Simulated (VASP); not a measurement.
# MnSn3 (Fm-3m) in VASP: a series of runs

The runs below take MnSn3 through single point, with PBE.

Everything below comes from runs of VASP 6.6.1. Logs are shortened: lines on timing, memory, paths and dates and some standing lists are left out, and cuts for length are marked.

**1. The cell of the first run**

It takes space group Fm-3m (No. 225, cubic). Conventional cell: a = 6.811 Å, b = 6.811 Å, c = 6.811 Å, α = 90.00°, β = 90.00°, γ = 90.00°. Sn (site symmetry -43m) has 10 Sn at 2.95 to 3.41 Å and 4 Mn at 2.95 Å within 3.9 Å. Within 3.9 Å of Sn (site symmetry m-3m) lie 8 Sn at 2.95 Å and 6 Mn at 3.41 Å. Within 3.9 Å of Mn (site symmetry m-3m) lie 14 Sn at 2.95 to 3.41 Å.

**2. Single point, PBE**

INCAR reads:

```
SYSTEM = MnSn3
  PREC = Accurate
  ENCUT = 520
  EDIFF = 1E-6
  ISMEAR = 0
  SIGMA = 0.1
  LREAL = .False.
  LASPH = .True.
  NELM = 80
  ALGO = Fast
  ISIF = 2
  LWAVE = .False.
  LCHARG = .False.
  GGA = PE
  NBANDS = 36
```

KPOINTS reads:

```
regular mesh
0
Gamma
  10 10 10
  0 0 0
```

POSCAR reads:

```
MnSn3
1.0
    0.0000000000      3.4054810063      3.4054810063
    3.4054810063      0.0000000000      3.4054810063
    3.4054810063      3.4054810063      0.0000000000
Sn Mn
3 1
Direct
    0.2500000000      0.2500000000      0.2500000000
    0.7500000000      0.7500000000      0.7500000000
    0.5000000000      0.5000000000      0.5000000000
    0.0000000000      0.0000000000      0.0000000000
```

Potentials or basis: VASP PAW PBE potentials, release 64 (Sn_d, Mn_pv).

Run with:

```bash
> cat potpaw_PBE.64/Sn_d/POTCAR potpaw_PBE.64/Mn_pv/POTCAR > POTCAR
> mpirun -np 1 vasp_std > vasp.out
```

OUTCAR:

```text
SYSTEM = MnSn3
   PREC = Accurate
   ENCUT = 520
   EDIFF = 1E-6
   ISMEAR = 0
   LREAL = .False.
   LASPH = .True.
   NELM = 80
   ISIF = 2
   GGA = PE

 ion  position               nearest neighbor table
   1  0.250  0.250  0.250-   4 2.95   4 2.95   4 2.95   3 2.95   4 2.95   3 2.95   3 2.95   3 2.95
                             2 3.41   2 3.41   2 3.41   2 3.41   2 3.41   2 3.41
   2  0.750  0.750  0.750-   3 2.95   3 2.95   3 2.95   3 2.95   4 2.95   4 2.95   4 2.95   4 2.95
                             1 3.41   1 3.41   1 3.41   1 3.41   1 3.41   1 3.41
   3  0.500  0.500  0.500-   1 2.95   1 2.95   1 2.95   1 2.95   2 2.95   2 2.95   2 2.95   2 2.95
                             4 3.41   4 3.41   4 3.41   4 3.41   4 3.41   4 3.41
   4  0.000  0.000  0.000-   2 2.95   2 2.95   2 2.95   1 2.95   2 2.95   1 2.95   1 2.95   1 2.95
                             3 3.41   3 3.41   3 3.41   3 3.41   3 3.41   3 3.41

  LATTYP: Found a face centered cubic cell.
 ALAT       =     6.8109620126

  Lattice vectors:

 A1 = (   0.0000000000,   3.4054810063,   3.4054810063)
 A2 = (   3.4054810063,   0.0000000000,   3.4054810063)
 A3 = (   3.4054810063,   3.4054810063,   0.0000000000)

Analysis of symmetry for initial positions (statically):
=====================================================================
 Subroutine PRICEL returns:
 Original cell was already a primitive cell.

 Routine SETGRP: Setting up the symmetry group for a
 face centered cubic supercell.

 Subroutine GETGRP returns: Found 48 space group operations
 (whereof 48 operations were pure point group operations)
 out of a pool of 48 trial point group operations.

The static configuration has the point symmetry O_h .

Analysis of symmetry for dynamics (positions and initial velocities):
=====================================================================
 Subroutine PRICEL returns:
 Original cell was already a primitive cell.

 Routine SETGRP: Setting up the symmetry group for a
 face centered cubic supercell.

 Subroutine GETGRP returns: Found 48 space group operations
 (whereof 48 operations were pure point group operations)
 out of a pool of 48 trial point group operations.

The dynamic configuration has the point symmetry O_h .

 Subroutine INISYM returns: Found 48 space group operations
 (whereof 48 operations are pure point group operations),
 and found     1 'primitive' translations

----------------------------------------------------------------------------------------

                                     Primitive cell

  volume of cell :      78.9888

  direct lattice vectors                    reciprocal lattice vectors
     0.000000000  3.405481006  3.405481006    -0.146822137  0.146822137  0.146822137
     3.405481006  0.000000000  3.405481006     0.146822137 -0.146822137  0.146822137
     3.405481006  3.405481006  0.000000000     0.146822137  0.146822137 -0.146822137

  length of vectors
     4.816077426  4.816077426  4.816077426     0.254303402  0.254303402  0.254303402

  position of ions in fractional coordinates (direct lattice)
     0.250000000  0.250000000  0.250000000
     0.750000000  0.750000000  0.750000000
     0.500000000  0.500000000  0.500000000
     0.000000000  0.000000000  0.000000000

  ion indices of the primitive-cell ions
   primitive index   ion index
                 1           1
                 2           2
                 3           3
                 4           4

----------------------------------------------------------------------------------------

 KPOINTS: regular mesh

Automatic generation of k-mesh.
 Grid dimensions read from file:
 generate k-points for:   10   10   10

 Generating k-lattice:

  Cartesian coordinates                     Fractional coordinates (reciprocal lattice)
    -0.014682214  0.014682214  0.014682214     0.100000000  0.000000000  0.000000000
     0.014682214 -0.014682214  0.014682214     0.000000000  0.100000000  0.000000000
     0.014682214  0.014682214 -0.014682214     0.000000000  0.000000000  0.100000000

  Length of vectors
     0.025430340  0.025430340  0.025430340

  Shift w.r.t. Gamma in fractional coordinates (k-lattice)
     0.000000000  0.000000000  0.000000000

 Subroutine IBZKPT returns following result:
 ===========================================

 Found     47 irreducible k-points:

 Following reciprocal coordinates:
            Coordinates               Weight
  0.000000  0.000000  0.000000      1.000000
  0.100000  0.000000  0.000000      8.000000
  0.200000  0.000000  0.000000      8.000000
  0.300000  0.000000  0.000000      8.000000
  0.400000  0.000000  0.000000      8.000000
  0.500000  0.000000  0.000000      4.000000
[... 16 lines left out ...]
  0.300000  0.300000  0.000000      6.000000
  0.400000  0.300000  0.000000     24.000000
 [... further k-points ...]
   k-points           NKPTS =     47   k-points in BZ     NKDIM =     47   number of bands    NBANDS=     36
   number of dos      NEDOS =    301   number of ions     NIONS =      4
   total plane-waves  NPLWV =  46656
   dimension x,y,z NGX =    36 NGY =   36 NGZ =   36
   dimension x,y,z NGXF=    72 NGYF=   72 NGZF=   72
   ions per type =               3   1
   NGX,Y,Z   is equivalent  to a cutoff of  12.43, 12.43, 12.43 a.u.
   NGXF,Y,Z  is equivalent  to a cutoff of  24.85, 24.85, 24.85 a.u.
 SYSTEM =  MnSn3
   PREC   = accura    normal or accurate (medium, high low for compatibility)
   ISTART =      0    job   : 0-new  1-cont  2-samecut
   ICHARG =      2    charge: 1-file 2-atom 10-const
   ISPIN  =      1    spin polarized calculation?
   LNONCOLLINEAR =      F non collinear calculations
   LSORBIT =      F    spin-orbit coupling
   LASPH  =      T    aspherical Exc in radial PAW
   ENCUT  =  520.0 eV  38.22 Ry    6.18 a.u.   8.95  8.95  8.95*2*pi/ulx,y,z
   NELM   =     80;   NELMIN=  2; NELMDL= -5     # of ELM steps
   EDIFF  = 0.1E-05   stopping-criterion for ELM
   LREAL  =      F    real-space projection
   EDIFFG = 0.1E-04   stopping-criterion for IOM
   NSW    =      0    number of steps for IOM
   IBRION =     -1    ionic relax: 0-MD 1-quasi-New 2-CG
   NFREE  =      0    steps in history (QN), initial steepest desc. (CG)
   ISIF   =      2    stress and relaxation
   ISYM   =      2    0-nonsym 1-usesym 2-fastsym
   POTIM  = 0.5000    time-step for ionic-motion
   TEBEG  =    0.0;   TEEND  =   0.0 temperature during run
   PSTRESS=    0.0 pullay stress
   NELECT =      55.0000    total number of electrons
   NUPDOWN=      -1.0000    fix difference up-down
   EMIN   =  10.00;   EMAX   =-10.00  energy-range for DOS
   EFERMI =   0.00;   METHOD = LEGACY
   ISMEAR =     0;   SIGMA  =   0.10  broadening in eV -4-tet -1-fermi 0-gaus
   EFERMI_NEDOS =   21; number of points for ismear=-14 and -15
   IALGO  =     68    algorithm
   IMIX   =      4    mixing-type and parameters
     AMIX     =   0.40;   BMIX     =  1.00
     AMIX_MAG =   1.60;   BMIX_MAG =  1.00
  volume/ion in A,a.u.               =      19.75       133.26
  Fermi-wavevector in a.u.,A,eV,Ry     =   1.451022  2.742034 28.646580  2.105464
  Thomas-Fermi vector in A             =   2.568567
   LORBIT       =      0    0 simple, 1 ext, 2 COOP (PROOUT), +10 PAW based schemes
   GGA     = PE    functional components
   LHFCALC =     F    Hartree Fock is set to
   AEXX    =    0.0000 exact exchange contribution
   IVDW    =     0    specifies the selected vdW correction
   LEPSILON=     F    determine dielectric tensor
   LRPA    =     F    only Hartree local field effects (RPA)
 non-spin polarized calculation
 RMM-DIIS sequential band-by-band and
 Gauss-broadening in eV      SIGMA  =   0.10
  energy-cutoff  :      520.00
  volume of cell :       78.99
 maximum number of plane-waves:      2154
   NGX = 17   NGY = 17   NGZ = 17

 number of electron      54.9999998 magnetization

 Free energy of the ion-electron system (eV)
  ---------------------------------------------------
  ext. energy  EPLUGINS =         0.00000000
  ---------------------------------------------------
  free energy    TOTEN  =       -17.55815713 eV

  energy without entropy =      -17.52514821  energy(sigma->0) =      -17.54165267

 E-fermi :  10.2618     XC(G=0): -11.6578

 val. band max:       10.2585598601   @ k =  -0.2000   0.2000   0.0000
 cond. band min:      10.2623083364   @ k =   0.3000   0.1000   0.0000
 fundamental gap:      0.0037484763
 Fermi energy:        10.2617674184

 k-point     1 :       0.0000    0.0000    0.0000
  band No.  band energies     occupation
      1     -37.0416      2.00000
      2     -37.0416      2.00000
      3     -37.0416      2.00000
      4     -11.4559      2.00000
      5     -11.4559      2.00000
      6     -11.4559      2.00000
[... 28 lines left out ...]
     35      12.2669      0.00000
     36      15.6890      0.00000

 k-point     2 :       0.1000    0.0000    0.0000
  band No.  band energies     occupation
      1     -37.0416      2.00000
      2     -37.0416      2.00000
      3     -37.0416      2.00000
      4     -11.4594      2.00000
      5     -11.4594      2.00000
      6     -11.4573      2.00000
[... 28 lines left out ...]
     35      12.9575      0.00000
     36      16.2550      0.00000

 k-point     3 :       0.2000    0.0000    0.0000
  band No.  band energies     occupation
      1     -37.0417      2.00000
      2     -37.0416      2.00000
      3     -37.0416      2.00000
      4     -11.4686      2.00000
      5     -11.4686      2.00000
      6     -11.4590      2.00000
[... 28 lines left out ...]
     35      14.0186      0.00000
     36      17.7696      0.00000
[... 742 lines left out ...]
 k-point    23 :       0.3000    0.3000    0.0000
  band No.  band energies     occupation
      1     -37.0417      2.00000
      2     -37.0416      2.00000
      3     -37.0416      2.00000
      4     -11.4923      2.00000
      5     -11.4923      2.00000
      6     -11.4372      2.00000
[... 28 lines left out ...]
     35      16.0817      0.00000
     36      17.0325      0.00000

 k-point    24 :       0.4000    0.3000    0.0000
  band No.  band energies     occupation
      1     -37.0417      2.00000
      2     -37.0416      2.00000
      3     -37.0416      2.00000
      4     -11.4975      2.00000
      5     -11.4951      2.00000
      6     -11.4382      2.00000
[... 28 lines left out ...]
     35      16.6101      0.00000
     36      17.3671      0.00000

 [... further k-points ...]
[... 5 lines left out ...]
  --------------------------------------------------------------------------------------
  -------------------------------------------------------------------------------------
  Total        4.3739308      4.3739308      4.3739308      0.0000000      0.0000000      0.0000000
  in kB       88.7190950     88.7190950     88.7190950      0.0000000      0.0000000      0.0000000
  external PRESSURE =      88.7190950 kB  Pullay stress =       0.0000000 kB

 VOLUME and BASIS-vectors are now :
 -----------------------------------------------------------------------------
  energy-cutoff  :      520.00
  volume of cell :       78.99
      direct lattice vectors                 reciprocal lattice vectors
     0.000000000  3.405481006  3.405481006    -0.146822137  0.146822137  0.146822137
     3.405481006  0.000000000  3.405481006     0.146822137 -0.146822137  0.146822137
     3.405481006  3.405481006  0.000000000     0.146822137  0.146822137 -0.146822137

 POSITION                                       TOTAL-FORCE (eV/Angst)
 -----------------------------------------------------------------------------------
      1.70274      1.70274      1.70274         0.000000      0.000000     -0.000000
      5.10822      5.10822      5.10822        -0.000000     -0.000000      0.000000
      3.40548      3.40548      3.40548        -0.000000     -0.000000      0.000000
      0.00000      0.00000      0.00000        -0.000000     -0.000000      0.000000
 -----------------------------------------------------------------------------------
    total drift:                                0.000000      0.000000      0.000000

  FREE ENERGIE OF THE ION-ELECTRON SYSTEM (eV)
  ---------------------------------------------------
  free  energy   TOTEN  =       -17.5581571286 eV

  energy  without entropy=      -17.5251482073  energy(sigma->0) =      -17.54165267
```

Wall time 3.5 min (1 thread of AMD EPYC 9R14 (Zen 4), shared host); peak memory 0.24 GiB.

Results:

- Free energy: -17.5582 eV
- Pressure: 8.9 GPa
- Band gap on the k mesh: zero (an odd number of electrons rules out a gap without spin polarisation)

Levels at points of the mesh, in eV from the Fermi level:
```tsv
k point	band 25	band 26	band 27	band 28	band 29	band 30	band 31	band 32
(0.00, 0.00, 0.00)	-1.01	-1.01	-1.01	-0.46	-0.46	1.78	1.78	1.78
(0.50, 0.00, 0.00)	-1.03	-1.03	-0.47	-0.47	0.98	0.98	1.13	4.12
(0.50, 0.50, 0.00)	-0.50	-0.50	-0.29	0.19	0.71	4.79	4.79	4.89
```

Caveat: the cell stands under pressure; spin-orbit coupling is left out, which moves the levels of the heavy elements; the run has no spin polarisation, though such a crystal can be magnetic. Spin polarisation is off, so any magnetic state and its effect on volume and gap are missing.

**3. Single point, PBE**

This run uses another cell than the first one, of 21.23 Å³/atom.

INCAR reads:

```
  PREC = Accurate
  ENCUT = 520
  EDIFF = 1E-6
  ISMEAR = 0
  SIGMA = 0.1
  LREAL = F
  LASPH = T
  NELM = 80
  ALGO = Fast
  ISIF = 2
  LWAVE = F
  LCHARG = F
  GGA = PE
  NBANDS = 36
```

KPOINTS reads:

```
Automatic mesh
0
Gamma
  10 10 10
```

POSCAR reads:

```
MnSn3
1.0
    0.0000000000      3.4885740865      3.4885740865
    3.4885740865      0.0000000000      3.4885740865
    3.4885740865      3.4885740865      0.0000000000
Sn Mn
3 1
Direct
    0.2500000000      0.2500000000      0.2500000000
    0.7500000000      0.7500000000      0.7500000000
    0.5000000000      0.5000000000      0.5000000000
    0.0000000000      0.0000000000      0.0000000000
```

Potentials or basis: VASP PAW PBE potentials, release 64 (Sn_d, Mn_pv).

Run with:

```bash
> cat potpaw_PBE.64/Sn_d/POTCAR potpaw_PBE.64/Mn_pv/POTCAR > POTCAR
> mpirun -np 1 vasp_std > vasp.out
```

Run time: 4.3 min. Hardware: 1 thread of AMD EPYC 9R14 (Zen 4), shared host; peak memory 0.28 GiB.

It converged, with:

```yaml
Free_energy: -17.7554 eV
Pressure: 2.1 GPa
Band_gap_on_the_k_mesh: zero (an odd number of electrons rules out a gap without spin polarisation)
```

Levels at points of the mesh, in eV from the Fermi level:
```
           k point  band 26  band 27  band 28  band 29  band 30  band 31
(0.00, 0.00, 0.00)    -0.90    -0.90    -0.39    -0.39     1.64     1.64
(0.50, 0.00, 0.00)    -0.91    -0.41    -0.41     0.89     0.89     0.93
(0.50, 0.50, 0.00)    -0.44    -0.23     0.15     0.60     4.40     4.46
```

Caveat: spin-orbit coupling is left out, which moves the levels of the heavy elements; the run has no spin polarisation, though such a crystal can be magnetic.

**4. Single point, PBE**

This run uses another cell than the first one, of 22.71 Å³/atom.

INCAR reads:

```
PREC = Accurate
ENCUT = 520
EDIFF = 1E-7
ISMEAR = 0
SIGMA = 0.1
LREAL = F
LASPH = T
NELM = 80
ALGO = Fast
ISIF = 2
LWAVE = F
LCHARG = F
GGA = PE
NBANDS = 36
```

KPOINTS is that of step 3.

POSCAR reads:

```
MnSn3
1.0
    0.0000000000      3.5678868739      3.5678868739
    3.5678868739      0.0000000000      3.5678868739
    3.5678868739      3.5678868739      0.0000000000
Sn Mn
3 1
Direct
    0.2500000000      0.2500000000      0.2500000000
    0.7500000000      0.7500000000      0.7500000000
    0.5000000000      0.5000000000      0.5000000000
    0.0000000000      0.0000000000      0.0000000000
```

Run with:

```bash
> cat potpaw_PBE.64/Sn_d/POTCAR potpaw_PBE.64/Mn_pv/POTCAR > POTCAR
> mpirun -np 1 vasp_std > vasp.out
```

It took 4.4 min on 1 thread of AMD EPYC 9R14 (Zen 4), shared host; peak memory 0.28 GiB.

Results (log left out):

```
Free energy            : -17.7448 eV
Pressure               : -2.5 GPa
Band gap on the k mesh : zero (an odd number of electrons rules out a gap without spin polarisation)
```

Levels at points of the mesh, in eV from the Fermi level:
| k point | band 26 | band 27 | band 28 | band 29 | band 30 | band 31 |
| --- | --- | --- | --- | --- | --- | --- |
| (0.00, 0.00, 0.00) | -0.81 | -0.81 | -0.34 | -0.34 | 1.51 | 1.51 |
| (0.50, 0.00, 0.00) | -0.80 | -0.35 | -0.35 | 0.77 | 0.81 | 0.81 |
| (0.50, 0.50, 0.00) | -0.40 | -0.19 | 0.12 | 0.51 | 3.97 | 4.18 |

Caveat: spin-orbit coupling is left out, which moves the levels of the heavy elements; the run has no spin polarisation, though such a crystal can be magnetic. Spin polarisation is off, so any magnetic state and its effect on volume and gap are missing.

**5. The runs side by side**

| cell | further INCAR settings | gap on the mesh (eV) | pressure (GPa) |
| --- | --- | --- | --- |
| a = 4.816 Å, angles 60.0°, 4 atoms | ALGO = Fast; EDIFF = 1e-06; NBANDS = 36 | none | 8.9 |
| a = 4.934 Å, angles 60.0°, 4 atoms | ALGO = Fast; EDIFF = 1e-06; NBANDS = 36 | none | 2.1 |
| a = 5.046 Å, angles 60.0°, 4 atoms | ALGO = Fast; EDIFF = 1e-07; NBANDS = 36 | none | -2.5 |

Alike in all rows: task single point; level PBE; potentials or basis VASP PAW PBE potentials, release 64 (Sn_d, Mn_pv); no spin polarisation; k mesh 10 × 10 × 10; cutoff (eV) 520; smearing gaussian 0.1 eV.

Caveats: spin-orbit coupling is left out, which moves the levels of the heavy elements; the run has no spin polarisation, though such a crystal can be magnetic; the cell stands under pressure (at least some runs).

Total energies depend on the potentials used, so only differences within one code and one set of settings carry meaning.
